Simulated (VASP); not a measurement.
# Ta2C (P-3m1) in VASP: further runs

Runs on Ta2C. Level: PBEsol. Tasks: relaxation of cell and atoms, single point.

Program: VASP 6.6.1. These are calculated values, not measurements. Logs are shortened: lines on timing, memory, paths and dates and some standing lists are left out, and cuts for length are marked.

### 1 The cell of the first run

The structure is trigonal, space group P-3m1 (No. 164). Conventional cell: a = 3.077 Å, b = 3.077 Å, c = 4.892 Å, α = 90.00°, β = 90.00°, γ = 120.00°. Ta (site symmetry 3m) has 3 C at 2.17 Å and 12 Ta at 3.00 to 3.08 Å within 3.1 Å. C (site symmetry -3m) has 6 Ta at 2.17 Å within 2.9 Å.

### 2 Relaxation of cell and atoms, PBEsol, target pressure 5 GPa, at which the enthalpy is minimised

File INCAR:

```
SYSTEM = Ta2C
ALGO = Normal
EDIFF = 1E-6
EDIFFG = -0.008
ENCUT = 600
GGA = PS
IBRION = 2
ISIF = 3
ISMEAR = 0
LASPH = .TRUE.
LCHARG = .FALSE.
LREAL = .FALSE.
LWAVE = .FALSE.
NELM = 100
NSW = 70
PREC = Accurate
PSTRESS = 50.0
SIGMA = 0.1
```

File KPOINTS:

```
k-points
0
G
  18 18 8
  0 0 0
```

File POSCAR:

```
Ta2C
1.0
    3.0768195060      0.0000000000      0.0000000000
   -1.5384097530      2.6646038551      0.0000000000
    0.0000000000      0.0000000000      4.8916692974
Ta C
2 1
Direct
    0.3333333333      0.6666666667      0.2533087081
    0.6666666667      0.3333333333      0.7466912919
    0.0000000000      0.0000000000      0.0000000000
```

Potentials or basis: VASP PAW PBE potentials, release 64 (Ta_pv, C).

On the command line:

```bash
> cat potpaw_PBE.64/Ta_pv/POTCAR potpaw_PBE.64/C/POTCAR > POTCAR
> mpirun -np 1 vasp_std > vasp.out
```

OUTCAR:

```text
SYSTEM = Ta2C
   EDIFF = 1E-6
   EDIFFG = -0.008
   ENCUT = 600
   GGA = PS
   IBRION = 2
   ISIF = 3
   ISMEAR = 0
   LASPH = .TRUE.
   LREAL = .FALSE.
   NELM = 100
   NSW = 70
   PREC = Accurate
   PSTRESS = 50.0

 ion  position               nearest neighbor table
   1  0.333  0.667  0.253-   3 2.17   3 2.17   3 2.17   2 3.00   2 3.00   2 3.00   2 3.05   2 3.05
                             2 3.05
   2  0.667  0.333  0.747-   3 2.17   3 2.17   3 2.17   1 3.00   1 3.00   1 3.00   1 3.05   1 3.05
                             1 3.05
   3  0.000  0.000  0.000-   1 2.17   2 2.17   2 2.17   1 2.17   2 2.17   1 2.17

  LATTYP: Found a hexagonal cell.
 ALAT       =     3.0768195060
 C/A-ratio  =     1.5898460367

  Lattice vectors:

 A1 = (   3.0768195060,   0.0000000000,   0.0000000000)
 A2 = (  -1.5384097530,   2.6646038551,   0.0000000000)
 A3 = (   0.0000000000,   0.0000000000,   4.8916692974)

Analysis of symmetry for initial positions (statically):
=====================================================================
 Subroutine PRICEL returns:
 Original cell was already a primitive cell.

 Routine SETGRP: Setting up the symmetry group for a
 hexagonal supercell.

 Subroutine GETGRP returns: Found 12 space group operations
 (whereof 12 operations were pure point group operations)
 out of a pool of 24 trial point group operations.

The static configuration has the point symmetry D_3d.

Analysis of symmetry for dynamics (positions and initial velocities):
=====================================================================
 Subroutine PRICEL returns:
 Original cell was already a primitive cell.

 Routine SETGRP: Setting up the symmetry group for a
 hexagonal supercell.

 Subroutine GETGRP returns: Found 12 space group operations
 (whereof 12 operations were pure point group operations)
 out of a pool of 24 trial point group operations.

The dynamic configuration has the point symmetry D_3d.

 Subroutine INISYM returns: Found 12 space group operations
 (whereof 12 operations are pure point group operations),
 and found     1 'primitive' translations

----------------------------------------------------------------------------------------

                                     Primitive cell

  volume of cell :      40.1044

  direct lattice vectors                    reciprocal lattice vectors
     3.076819506  0.000000000  0.000000000     0.325010940  0.187645154  0.000000000
    -1.538409753  2.664603855  0.000000000     0.000000000  0.375290307  0.000000000
     0.000000000  0.000000000  4.891669297     0.000000000  0.000000000  0.204429192

  length of vectors
     3.076819506  3.076819506  4.891669297     0.375290307  0.375290307  0.204429192

  position of ions in fractional coordinates (direct lattice)
     0.333333333  0.666666667  0.253308708
     0.666666667  0.333333333  0.746691292
     0.000000000  0.000000000  0.000000000

  ion indices of the primitive-cell ions
   primitive index   ion index
                 1           1
                 2           2
                 3           3

----------------------------------------------------------------------------------------

 KPOINTS: k-points

Automatic generation of k-mesh.
 Grid dimensions read from file:
 generate k-points for:   18   18    8

 Generating k-lattice:

  Cartesian coordinates                     Fractional coordinates (reciprocal lattice)
     0.018056163  0.010424731  0.000000000     0.055555556  0.000000000  0.000000000
     0.000000000  0.020849462  0.000000000     0.000000000  0.055555556  0.000000000
     0.000000000  0.000000000  0.025553649     0.000000000  0.000000000  0.125000000

  Length of vectors
     0.020849462  0.020849462  0.025553649

  Shift w.r.t. Gamma in fractional coordinates (k-lattice)
     0.000000000  0.000000000  0.000000000

 Subroutine IBZKPT returns following result:
 ===========================================

 Found    266 irreducible k-points:

 Following reciprocal coordinates:
            Coordinates               Weight
  0.000000  0.000000  0.000000      1.000000
  0.055556  0.000000  0.000000      6.000000
  0.111111  0.000000  0.000000      6.000000
  0.166667  0.000000  0.000000      6.000000
  0.222222  0.000000  0.000000      6.000000
  0.277778  0.000000  0.000000      6.000000
[... 16 lines left out ...]
  0.333333  0.111111  0.000000     12.000000
  0.388889  0.111111  0.000000     12.000000
 [... further k-points ...]
   k-points           NKPTS =    266   k-points in BZ     NKDIM =    266   number of bands    NBANDS=     17
   number of dos      NEDOS =    301   number of ions     NIONS =      3
   total plane-waves  NPLWV =  31360
   dimension x,y,z NGX =    28 NGY =   28 NGZ =   40
   dimension x,y,z NGXF=    56 NGYF=   56 NGZF=   80
   ions per type =               2   1
   NGX,Y,Z   is equivalent  to a cutoff of  15.13, 15.13, 13.59 a.u.
   NGXF,Y,Z  is equivalent  to a cutoff of  30.26, 30.26, 27.19 a.u.
 SYSTEM =  Ta2C
[... 37 lines left out ...]
   IVDW    =     0    specifies the selected vdW correction
   LEPSILON=     F    determine dielectric tensor
   LRPA    =     F    only Hartree local field effects (RPA)
 conjugate gradient relaxation of ions
 non-spin polarized calculation
 Gauss-broadening in eV      SIGMA  =   0.10
  energy-cutoff  :      600.00
  volume of cell :       40.10
 maximum number of plane-waves:      1363
 NGX is ok and might be reduce to    28
   NGX = 13   NGY = 13   NGZ = 19

--------------------------------------- Ionic step        1  -------------------------------------------

 number of electron      26.0000001 magnetization

 Free energy of the ion-electron system (eV)
  ---------------------------------------------------
  ext. energy  EPLUGINS =         0.00000000
  ---------------------------------------------------
  free energy    TOTEN  =       -36.69227951 eV

  energy without entropy =      -36.68865064  energy(sigma->0) =      -36.69046508

------------------------ aborting loop because EDIFF is reached ----------------------------------------

  FORCE on cell =-STRESS in cart. coord.  units (eV):
  Direction    XX          YY          ZZ          XY          YZ          ZX
  --------------------------------------------------------------------------------------
  -------------------------------------------------------------------------------------
  Total        1.4419211      1.4419211      1.4611827      0.0000000      0.0000000      0.0000000
  in kB       57.6050170     57.6050171     58.3745245      0.0000000      0.0000000      0.0000000
  external PRESSURE =       7.8615195 kB  Pullay stress =      50.0000000 kB

 VOLUME and BASIS-vectors are now :
 -----------------------------------------------------------------------------
  energy-cutoff  :      600.00
  volume of cell :       40.10
      direct lattice vectors                 reciprocal lattice vectors
     3.076819506  0.000000000  0.000000000     0.325010940  0.187645154  0.000000000
    -1.538409753  2.664603855  0.000000000     0.000000000  0.375290307  0.000000000
     0.000000000  0.000000000  4.891669297     0.000000000  0.000000000  0.204429192
[... 126 lines left out ...]
  FREE ENERGIE OF THE ION-ELECTRON SYSTEM (eV)
  ---------------------------------------------------
  free  energy   TOTEN  =       -36.6942234461 eV

  energy  without entropy=      -36.6905892064  energy(sigma->0) =      -36.69240633

  enthalpy is  TOTEN    =       -35.4414191168 eV   P V=        1.2528043292

--------------------------------------- Ionic step        5  -------------------------------------------

 number of electron      26.0000000 magnetization

 Free energy of the ion-electron system (eV)
  ---------------------------------------------------
  ext. energy  EPLUGINS =         0.00000000
  ---------------------------------------------------
  free energy    TOTEN  =       -36.69502184 eV

  energy without entropy =      -36.69137936  energy(sigma->0) =      -36.69320060

 E-fermi :   6.6402     XC(G=0): -13.0297

 val. band max:        6.6400117001   @ k =  -0.1111   0.4444   0.3750
 cond. band min:       6.6483354663   @ k =   0.1111   0.0000   0.5000
 fundamental gap:      0.0083237662
 Fermi energy:         6.6402074098

 k-point     1 :       0.0000    0.0000    0.0000
  band No.  band energies     occupation
      1     -28.1328      2.00000
      2     -27.3761      2.00000
      3     -27.3761      2.00000
      4     -27.2523      2.00000
      5     -27.2523      2.00000
      6     -27.1635      2.00000
[... 9 lines left out ...]
     16       7.7932      0.00000
     17       9.0314      0.00000
[... 441 lines left out ...]
 k-point    24 :       0.3889    0.1111    0.0000
  band No.  band energies     occupation
      1     -28.0087      2.00000
      2     -27.8341      2.00000
      3     -27.7090      2.00000
      4     -27.6161      2.00000
      5     -27.3935      2.00000
      6     -27.3889      2.00000
[... 9 lines left out ...]
     16      11.1788      0.00000
     17      11.5932      0.00000

 [... further k-points ...]
[... 5 lines left out ...]
  --------------------------------------------------------------------------------------
  -------------------------------------------------------------------------------------
  Total        1.2652881      1.2652881      1.2535391      0.0000000     -0.0000000      0.0000000
  in kB       50.4673200     50.4673200     49.9987007      0.0000000     -0.0000000      0.0000000
  external PRESSURE =       0.3111136 kB  Pullay stress =      50.0000000 kB

 VOLUME and BASIS-vectors are now :
 -----------------------------------------------------------------------------
  energy-cutoff  :      600.00
  volume of cell :       40.17
      direct lattice vectors                 reciprocal lattice vectors
     3.078453054  0.000000000  0.000000000     0.324838476  0.187545582  0.000000000
    -1.539226527  2.666018549  0.000000000     0.000000000  0.375091164  0.000000000
     0.000000000  0.000000000  4.894338977     0.000000000 -0.000000000  0.204317683

 POSITION                                       TOTAL-FORCE (eV/Angst)
 -----------------------------------------------------------------------------------
     -0.00000      1.77735      1.24377         0.000000      0.000000     -0.000360
      1.53923      0.88867      3.65057        -0.000000      0.000000      0.000360
      0.00000      0.00000      0.00000         0.000000      0.000000      0.000000
 -----------------------------------------------------------------------------------
    total drift:                                0.000000      0.000000     -0.000000

  FREE ENERGIE OF THE ION-ELECTRON SYSTEM (eV)
  ---------------------------------------------------
  free  energy   TOTEN  =       -36.6950218371 eV

  energy  without entropy=      -36.6913793554  energy(sigma->0) =      -36.69320060

  enthalpy is  TOTEN    =       -35.4414501677 eV   P V=        1.2535716694

 reached required accuracy - stopping structural energy minimisation
```

Wall time 15 min (1 thread of Intel Xeon 8259CL, shared host); peak memory 0.36 GiB.

Results:

```
Free energy                                                : -36.6950 eV
Relaxed volume                                             : 13.39 Å³/atom
Relaxed cell                                               : a = 3.078 Å, b = 3.078 Å, c = 4.894 Å, α = 90.00°, β = 90.00°, γ = 120.00°
Space group after relaxing (to 0.1 Å)                      : P-3m1 (No. 164)
Energy change on relaxing (the run minimises the enthalpy) : -0.9 meV/atom
Ionic steps                                                : 5
Pressure after relaxing                                    : 5.0 GPa
Band gap on the k mesh                                     : zero (bands 13 and 14 overlap by 0.82 eV)
```

Step by step:
```
step  energy change (eV)  largest force (eV/Å)  pressure (GPa)  volume (Å³)
   1              0.0000                0.1430            5.79        40.10
   2             -0.0096                0.1602            2.40        40.49
   3             -0.0043                0.0479            4.72        40.22
   4             -0.0019                0.0227            5.13        40.14
   5             -0.0027                0.0004            5.03        40.17
```

Final structure:
```xyz
3
Lattice="3.0785 0.0000 0.0000 -1.5392 2.6660 0.0000 0.0000 0.0000 4.8943" Properties=species:S:1:pos:R:3 pbc="T T T"
Ta    0.0000    1.7773    1.2438
Ta    1.5392    0.8887    3.6506
C     0.0000    0.0000    0.0000
```

Levels at points of the mesh, in eV from the Fermi level:
```tsv
k point	band 9	band 10	band 11	band 12	band 13	band 14	band 15	band 16	band 17
(0.00, 0.00, 0.00)	-3.62	-3.62	-2.97	-0.02	0.52	0.52	1.15	1.15	2.39
(0.50, 0.00, 0.00)	-4.41	-4.06	-3.86	-1.82	-0.20	3.38	3.56	4.83	5.27
(0.00, 0.00, 0.50)	-3.88	-3.88	-1.92	-1.51	-0.31	-0.31	3.07	3.07	3.58
(0.50, 0.00, 0.50)	-4.71	-3.59	-2.58	-1.15	-0.96	1.50	1.54	4.47	4.99
```

Caveat: the cell is relaxed towards a set pressure, so the run minimises the enthalpy, not the energy; the PAW data sets were made with another functional, which shifts forces and pressure a little; spin-orbit coupling is left out, which moves the levels of the heavy elements.

### 3 Relaxation of cell and atoms, PBEsol, target pressure -2 GPa, at which the enthalpy is minimised

This run uses another cell than the first one, of 13.87 Å³/atom.

File INCAR:

```
PREC = Accurate
ENCUT = 600
EDIFF = 1E-7
ISMEAR = 0
SIGMA = 0.1
LREAL = F
LASPH = T
NELM = 60
ALGO = Normal
ISIF = 3
LWAVE = F
LCHARG = F
GGA = PS
IBRION = 2
NSW = 70
EDIFFG = -0.008
PSTRESS = -20.0
```

File KPOINTS:

```
Automatic mesh
0
Gamma
  18 18 8
```

File POSCAR:

```
Ta2C
1.0
    3.1151397523      0.0000000000      0.0000000000
   -1.5575698761      2.6977901618      0.0000000000
    0.0000000000      0.0000000000      4.9526215232
Ta C
2 1
Direct
    0.3333333333      0.6666666667      0.2528761941
    0.6666666667      0.3333333333      0.7471238059
    0.0000000000      0.0000000000      0.0000000000
```

Potentials or basis: VASP PAW PBE potentials, release 64 (Ta_pv, C).

On the command line:

```bash
> cat potpaw_PBE.64/Ta_pv/POTCAR potpaw_PBE.64/C/POTCAR > POTCAR
> mpirun -np 1 vasp_std > vasp.out
```

Run time: 13 min. Hardware: 1 thread of Intel Xeon 8259CL, shared host; peak memory 0.37 GiB.

The run converged. Its results:

```yaml
Free_energy: -36.7051 eV
Relaxed_volume: 13.73 Å³/atom
Relaxed_cell: a = 3.105 Å, b = 3.105 Å, c = 4.934 Å, α = 90.00°, β = 90.00°, γ = 120.00°
Space_group_after_relaxing_to_0.1_Å: P-3m1 (No. 164)
Energy_change_on_relaxing_the_run_minimises_the_enthalpy: -3.2 meV/atom
Ionic_steps: 5
Pressure_after_relaxing: -2.0 GPa
Band_gap_on_the_k_mesh: zero (bands 13 and 14 overlap by 0.79 eV)
```

Step by step:
| step | energy change (eV) | largest force (eV/Å) | pressure (GPa) | volume (Å³) |
| --- | --- | --- | --- | --- |
| 1 | 0.0000 | 0.1191 | -4.94 | 41.62 |
| 2 | 0.0065 | 0.4045 | 6.36 | 40.11 |
| 3 | -0.0093 | 0.0133 | -2.05 | 41.21 |
| 4 | -0.0094 | 0.0161 | -2.00 | 41.20 |
| 5 | -0.0095 | 0.0006 | -1.98 | 41.19 |

Final structure:
```
CELL_PARAMETERS angstrom
3.10462 0.00000 0.00000
-1.55231 2.68868 0.00000
0.00000 0.00000 4.93423
ATOMIC_POSITIONS crystal
Ta 0.33333 0.66667 0.25269
Ta 0.66667 0.33333 0.74731
C 0.00000 0.00000 0.00000
```

Levels at points of the mesh, in eV from the Fermi level:
```csv
k point,band 10,band 11,band 12,band 13,band 14,band 15,band 16,band 17
"(0.00, 0.00, 0.00)",-3.59,-3.00,-0.01,0.50,0.50,1.11,1.11,2.37
"(0.50, 0.00, 0.00)",-4.00,-3.73,-1.80,-0.25,3.33,3.44,4.65,5.06
"(0.00, 0.00, 0.50)",-3.84,-1.81,-1.55,-0.29,-0.29,2.95,2.95,3.47
"(0.50, 0.00, 0.50)",-3.57,-2.53,-1.16,-0.99,1.54,1.55,4.29,4.82
```

Caveat: the cell is relaxed towards a set pressure, so the run minimises the enthalpy, not the energy; the PAW data sets were made with another functional, which shifts forces and pressure a little; spin-orbit coupling is left out, which moves the levels of the heavy elements.

### 4 Single point, PBEsol (strained and its atoms moved)

File INCAR:

```
SYSTEM = Ta2C
ALGO = Normal
EDIFF = 1E-6
ENCUT = 520
GGA = PS
ISIF = 2
ISMEAR = 0
LASPH = .True.
LCHARG = .True.
LELF = .True.
LREAL = .False.
LVHAR = .True.
LWAVE = .False.
NBANDS = 20
NELM = 100
PREC = Accurate
SIGMA = 0.1
```

File KPOINTS:

```
k-points
0
Gamma
  15 15 8
  0 0 0
```

File POSCAR:

```
Ta2C
1.0
    3.0807118804      0.0000000000      0.0000000000
   -1.5403559402      2.6679747502      0.0000000000
    0.0000000000      0.0000000000      4.4611086960
Ta C
2 1
Direct
    0.3333333333      0.6666666667      0.2445819016
    0.6666666667      0.3333333333      0.7554180984
    0.0000000000      0.0000000000      0.0000000000
```

On the command line:

```bash
> cat potpaw_PBE.64/Ta_pv/POTCAR potpaw_PBE.64/C/POTCAR > POTCAR
> mpirun -np 1 vasp_std > vasp.out
```

Run time: 2.1 min. Hardware: 1 thread of AMD EPYC 7R13, shared host; peak memory 0.22 GiB.

The run converged. Its results:

| Item | Value |
| --- | --- |
| Free energy | -35.7687 eV |
| Pressure | 45.2 GPa |
| Largest force | 2.933 eV/Å |
| Band gap on the k mesh | zero (bands 13 and 14 overlap by 1.14 eV) |

Forces in eV/Å, atoms in the order of the input:
```
Ta   0.000  0.000  2.933
Ta   0.000  0.000 -2.933
C    0.000  0.000  0.000
```

Stress tensor (GPa, compression positive):
```
33.12  0.00  0.00
 0.00 33.12  0.00
 0.00  0.00 69.47
```

Levels at points of the mesh, in eV from the Fermi level:
```
           k point  band 9  band 10  band 11  band 12  band 13  band 14  band 15  band 16  band 17  band 18
(0.00, 0.00, 0.00)   -4.56    -4.56    -2.00     0.44     0.44     1.04     1.04     1.26     3.19     3.19
(0.00, 0.00, 0.50)   -4.90    -4.90    -1.11    -0.71    -0.71    -0.65     3.70     3.70     4.74     4.74
```

Caveat: the cell differs from its parent crystal (strained and its atoms moved); the cell stands under pressure; the PAW data sets were made with another functional, which shifts forces and pressure a little; spin-orbit coupling is left out, which moves the levels of the heavy elements.

### 5 Overview

| task | cell | k mesh | cutoff (eV) | gap on the mesh (eV) | pressure (GPa) |
| --- | --- | --- | --- | --- | --- |
| relaxation of cell and atoms | relaxed to 5 GPa from a = 3.077, b = 3.077, c = 4.892 Å, angles 90.0, 90.0, 120.0°, 3 atoms, atomic positions A | 18 × 18 × 8 | 600 | none | 5.0 |
| relaxation of cell and atoms | relaxed to -2 GPa from a = 3.115, b = 3.115, c = 4.953 Å, angles 90.0, 90.0, 120.0°, 3 atoms, atomic positions A | 18 × 18 × 8 | 600 | none | -2.0 |
| single point | a = 3.081, b = 3.081, c = 4.461 Å, angles 90.0, 90.0, 120.0°, 3 atoms, atomic positions B | 15 × 15 × 8 | 520 | none | 45.2 |

Alike in all rows: level PBEsol; potentials or basis VASP PAW PBE potentials, release 64 (Ta_pv, C); no spin polarisation; smearing gaussian 0.1 eV.

Caveats: the PAW data sets were made with another functional, which shifts forces and pressure a little; spin-orbit coupling is left out, which moves the levels of the heavy elements; the cell is relaxed towards a set pressure, so the run minimises the enthalpy, not the energy (at least some runs); the cell stands under pressure (at least some runs).

Total energies depend on the potentials used, so only differences within one code and one set of settings carry meaning.
